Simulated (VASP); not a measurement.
# InSe in VASP: further runs, part 3 of 3

VASP 6.6.1.

## (5) Single point, PBEsol

This run uses another cell than the first one, of 26.07 Å³/atom.

INCAR

```
  ALGO = Normal
  EDIFF = 1E-6
  ENCUT = 520
  GGA = PS
  ISIF = 2
  ISMEAR = -1
  LASPH = True
  LCHARG = False
  LREAL = False
  LWAVE = False
  NBANDS = 27
  NELM = 100
  PREC = Accurate
  SIGMA = 0.02
```

KPOINTS

```
k-points
0
Gamma
  7 7 6
```

POSCAR

```
InSe
1.0
    5.8679026766     -2.0550000000      0.0000000000
    5.8679026766      2.0550000000      0.0000000000
   -1.5994156962      0.0000000000      4.3236564064
In Se
2 2
Direct
    0.8840000000      0.8840000000      0.0050000000
    0.1160000000      0.1160000000      0.9950000000
    0.6600000000      0.6600000000      0.6420000000
    0.3400000000      0.3400000000      0.3580000000
```

Potentials or basis: VASP PAW PBE potentials, release 64 (In_d, Se).

Started as:

```sh
> cat potpaw_PBE.64/In_d/POTCAR potpaw_PBE.64/Se/POTCAR > POTCAR
> mpirun -np 1 vasp_std > vasp.out
```

OUTCAR:

```text
EDIFF = 1E-6
   ENCUT = 520
   GGA = PS
   ISIF = 2
   ISMEAR = -1
   LASPH = True
   LREAL = False
   NELM = 100
   PREC = Accurate

 ion  position               nearest neighbor table
   1  0.884  0.884  0.005-   3 2.58   2 2.74   4 2.78   4 2.78   2 3.74   2 3.74
   2  0.116  0.116  0.995-   4 2.58   1 2.74   3 2.78   3 2.78   1 3.74   1 3.74
   3  0.660  0.660  0.642-   1 2.58   2 2.78   2 2.78
   4  0.340  0.340  0.358-   2 2.58   1 2.78   1 2.78

  LATTYP: Found a base centered monoclinic cell.
 ALAT       =    11.7358053532
 B/A-ratio  =     0.3502103074
 C/A-ratio  =     0.3928152938
 COS(beta)  =    -0.3469445484

  Lattice vectors:

 A1 = (   5.8679026766,  -2.0550000000,   0.0000000000)
 A2 = (   5.8679026766,   2.0550000000,   0.0000000000)
 A3 = (  -1.5994156962,   0.0000000000,   4.3236564064)

Analysis of symmetry for initial positions (statically):
=====================================================================
 Subroutine PRICEL returns:
 Original cell was already a primitive cell.

[... 167 lines left out ...]
  ext. energy  EPLUGINS =         0.00000000
  ---------------------------------------------------
  free energy    TOTEN  =       -15.45452741 eV

  energy without entropy =      -15.45452741  energy(sigma->0) =      -15.45452741

 E-fermi :   5.2207     XC(G=0):  -9.7652

 val. band max:        4.7837560107   @ k =  -0.2857  -0.2857   0.3333
 cond. band min:       5.6704470673   @ k =   0.4286   0.4286  -0.0000
 fundamental gap:      0.8866910566
 Fermi energy:         5.2206630048

 k-point     1 :       0.0000    0.0000    0.0000
  band No.  band energies     occupation
      1      -9.8507      2.00000
      2      -9.8051      2.00000
      3      -9.5007      2.00000
      4      -9.4841      2.00000
      5      -9.4417      2.00000
      6      -9.4378      2.00000
[... 709 lines left out ...]
     26      11.3618      0.00000
     27      12.3535      0.00000

 [... further k-points ...]
[... 5 lines left out ...]
  --------------------------------------------------------------------------------------
  -------------------------------------------------------------------------------------
  Total        1.2516201     -0.9619739     -0.4198281      0.0000000      0.0000000      1.4298949
  in kB       19.2312371    -14.7808014     -6.4506903      0.0000000      0.0000000     21.9704417
  external PRESSURE =      -0.6667515 kB  Pullay stress =       0.0000000 kB

 VOLUME and BASIS-vectors are now :
 -----------------------------------------------------------------------------
  energy-cutoff  :      520.00
  volume of cell :      104.27
      direct lattice vectors                 reciprocal lattice vectors
     5.867902677 -2.055000000  0.000000000     0.085209321 -0.243309002  0.031520804
     5.867902677  2.055000000  0.000000000     0.085209321  0.243309002  0.031520804
    -1.599415696  0.000000000  4.323656406     0.000000000  0.000000000  0.231285723

 POSITION                                       TOTAL-FORCE (eV/Angst)
 -----------------------------------------------------------------------------------
     10.36645      0.00000      0.02162        -0.174138      0.000000      0.514261
     -0.23007      0.00000      4.30204         0.174138      0.000000     -0.514261
      6.71881      0.00000      2.77579        -0.699283      0.000000     -0.034207
      3.41758      0.00000      1.54787         0.699283      0.000000      0.034207
 -----------------------------------------------------------------------------------
    total drift:                               -0.000000     -0.000000      0.000000

  FREE ENERGIE OF THE ION-ELECTRON SYSTEM (eV)
  ---------------------------------------------------
  free  energy   TOTEN  =       -15.4545274106 eV

  energy  without entropy=      -15.4545274106  energy(sigma->0) =      -15.45452741
```

OSZICAR:

```text
N       E                     dE             d eps       ncg     rms          rms(c)
DAV:   1     0.333531366331E+03    0.33353E+03   -0.17689E+04  4752   0.163E+03
DAV:   2     0.238760888404E+02   -0.30966E+03   -0.30046E+03  4773   0.393E+02
DAV:   3    -0.142333665013E+02   -0.38109E+02   -0.37300E+02  6080   0.144E+02
DAV:   4    -0.158977179648E+02   -0.16644E+01   -0.16587E+01  5674   0.301E+01
DAV:   5    -0.159509723312E+02   -0.53254E-01   -0.53247E-01  6931   0.555E+00    0.629E+00
DAV:   6    -0.154894308515E+02    0.46154E+00   -0.86435E-01  6666   0.162E+01    0.375E+00
DAV:   7    -0.154588083985E+02    0.30622E-01   -0.33092E-01  7249   0.476E+00    0.112E+00
DAV:   8    -0.154547927879E+02    0.40156E-02   -0.38997E-02  7058   0.218E+00    0.547E-01
DAV:   9    -0.154545257638E+02    0.26702E-03   -0.48584E-03  7028   0.701E-01    0.183E-01
DAV:  10    -0.154545188626E+02    0.69012E-05   -0.40287E-04  5800   0.158E-01    0.100E-01
DAV:  11    -0.154545317773E+02   -0.12915E-04   -0.13428E-04  6806   0.137E-01    0.277E-02
DAV:  12    -0.154545272203E+02    0.45570E-05   -0.23096E-05  6516   0.510E-02    0.183E-02
DAV:  13    -0.154545274106E+02   -0.19036E-06   -0.23010E-06  4371   0.974E-03
   1 F= -.15454527E+02 E0= -.15454527E+02  d E =-.312401E-11
```

stdout:

```text
POSCAR found type information on POSCAR InSe
 POSCAR found :  2 types and       4 ions
 scaLAPACK will be used
 -----------------------------------------------------------------------------
|                                                                             |
|                                                                             |
|     You enforced a specific xc type in the INCAR file but a different       |
|     I HOPE YOU KNOW WHAT YOU ARE DOING!                                     |
|                                                                             |
 -----------------------------------------------------------------------------

 LDA part: xc-table for (Slater+PW92), standard interpolation
 POSCAR, INCAR and KPOINTS ok, starting setup
 FFT: planning ... GRIDC
 FFT: planning ... GRID_SOFT
 FFT: planning ... GRID
 WAVECAR not read
 entering main loop
```

It took 2.8 min on 1 thread of Intel Xeon Platinum 8488C (Sapphire Rapids), shared host; peak memory 0.41 GiB.

Results:

* Free energy: -15.4545 eV
* Pressure: -0.1 GPa
* Largest force: 0.700 eV/Å
* Band gap on the k mesh: 0.89 eV (least direct gap 1.27 eV)

Forces on the atoms (eV/Å):
```
In  -0.174  0.000  0.514
In   0.174  0.000 -0.514
Se  -0.699  0.000 -0.034
Se   0.699  0.000  0.034
```

Caveat: the PAW data sets were made with another functional, which shifts forces and pressure a little; spin-orbit coupling is left out, which moves the levels of the heavy elements.

## (6) Single point, PBEsol (equal xy, yz and zx shear strains of +1 %)

INCAR

```
ALGO = Normal
EDIFF = 1E-6
ENCUT = 520
GGA = PS
ISIF = 2
ISMEAR = -1
LASPH = True
LCHARG = False
LREAL = False
LWAVE = False
NBANDS = 27
NELM = 100
PREC = Accurate
SIGMA = 0.02
```

KPOINTS is that of step 5.

POSCAR

```
InSe
1.0
    5.8576276766     -2.0256604866      0.0190645134
    5.8781776766      2.0843395134      0.0396145134
   -1.5777974142      0.0136212036      4.3156593279
In Se
2 2
Direct
    0.8840000000      0.8840000000      0.0050000000
    0.1160000000      0.1160000000      0.9950000000
    0.6600000000      0.6600000000      0.6420000000
    0.3400000000      0.3400000000      0.3580000000
```

Potentials or basis: VASP PAW PBE potentials, release 64 (In_d, Se).

Started as:

```sh
> cat potpaw_PBE.64/In_d/POTCAR potpaw_PBE.64/Se/POTCAR > POTCAR
> mpirun -np 1 vasp_std > vasp.out
```

Wall time 16 min (1 thread of Oxide Virtual Turin-like, shared host); peak memory 0.49 GiB.

Results (log left out):

```yaml
Free_energy: -15.4661 eV
Pressure: -0.2 GPa
Largest_force: 0.627 eV/Å
Band_gap_on_the_k_mesh: 0.84 eV (least direct gap 1.26 eV)
```

Forces on the atoms (eV/Å):
```
In  -0.218  0.012  0.468
In   0.218 -0.012 -0.468
Se  -0.626  0.040  0.010
Se   0.626 -0.040 -0.010
```

Stress tensor (GPa, compression positive):
```
 1.70 -0.15  1.70
-0.15 -1.35 -0.19
 1.70 -0.19 -0.83
```

Levels at points of the mesh, in eV from the valence-band top:
```tsv
k point	band 17	band 18	band 19	band 20	band 21	band 22
(0.00, 0.00, 0.00)	-2.32	-1.78	-1.17	2.73	3.41	4.28
(0.00, 0.00, 0.50)	-1.61	-1.18	-0.38	1.01	2.21	3.30
```

Caveat: the cell differs from its parent crystal (equal xy, yz and zx shear strains of +1 %); the PAW data sets were made with another functional, which shifts forces and pressure a little; spin-orbit coupling is left out, which moves the levels of the heavy elements.

## (7) Summary

| cell | gap on the mesh (eV) | pressure (GPa) | largest force (eV/Å) |
| --- | --- | --- | --- |
| a = 6.217, b = 6.217, c = 4.529 Å, angles 109.5, 109.5, 38.6°, 4 atoms | 0.88 | 1.0 | 0.83 |
| a = 6.217, b = 6.217, c = 4.651 Å, angles 108.9, 108.9, 38.6°, 4 atoms | 0.89 | -0.6 | 0.66 |
| a = 6.217, b = 6.217, c = 4.732 Å, angles 108.6, 108.6, 38.6°, 4 atoms | 0.91 | -1.5 | 0.69 |
| a = 6.217, b = 6.217, c = 4.610 Å, angles 109.1, 109.1, 38.6°, 4 atoms | 0.89 | -0.1 | 0.70 |
| a = 6.198, b = 6.237, c = 4.595 Å, angles 108.5, 108.8, 38.6°, 4 atoms | 0.84 | -0.2 | 0.63 |

Alike in all rows: task single point; level PBEsol; potentials or basis VASP PAW PBE potentials, release 64 (In_d, Se); no spin polarisation; k mesh 7 × 7 × 6; cutoff (eV) 520; smearing fermi-dirac 0.02 eV.

Caveats: the PAW data sets were made with another functional, which shifts forces and pressure a little; spin-orbit coupling is left out, which moves the levels of the heavy elements.

Total energies depend on the potentials used, so only differences within one code and one set of settings carry meaning.
